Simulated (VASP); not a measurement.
Sr4O3, 7 atoms in the cell. Symmetry: P-43m, No. 215, cubic system. Conventional cell: a = 5.408 Å, b = 5.408 Å, c = 5.408 Å, α = 90.00°, β = 90.00°, γ = 90.00°. Sr (site symmetry 3m) has 3 O at 2.45 Å within 3.2 Å. Within 3.2 Å of O (site symmetry -42m) lie 4 Sr at 2.45 Å. 

* Program: VASP 6.6.1
* Task: relaxation of cell and atoms
* Functional: PBE
* Potentials or basis: VASP PAW PBE potentials, release 64 (Sr_sv, O)
* Cutoff: 600 eV
* k mesh: 4 × 4 × 4
* Occupations: gaussian, width 0.1 eV
* Spin: no spin polarisation
* Dipole correction: no
* Further INCAR settings: ALGO = Normal; EDIFF = 1e-06; IBRION = 2; EDIFFG = -0.04; NSW = 90; ISIF = 3

Potentials or basis: VASP PAW PBE potentials, release 64 (Sr_sv, O).

The run is started by

```console
$ cat potpaw_PBE.64/Sr_sv/POTCAR potpaw_PBE.64/O/POTCAR > POTCAR
$ mpirun -np 1 vasp_std > vasp.out
```

Hardware: 1 thread of Intel Xeon 6975P-C (shared host).

Question: How long does it take, and how much memory?

Answer: It took 7.2 min on 1 thread of Intel Xeon 6975P-C (shared host), peak memory 0.36 GiB. Counts: scf iterations 85, k points 10, ion steps 8.
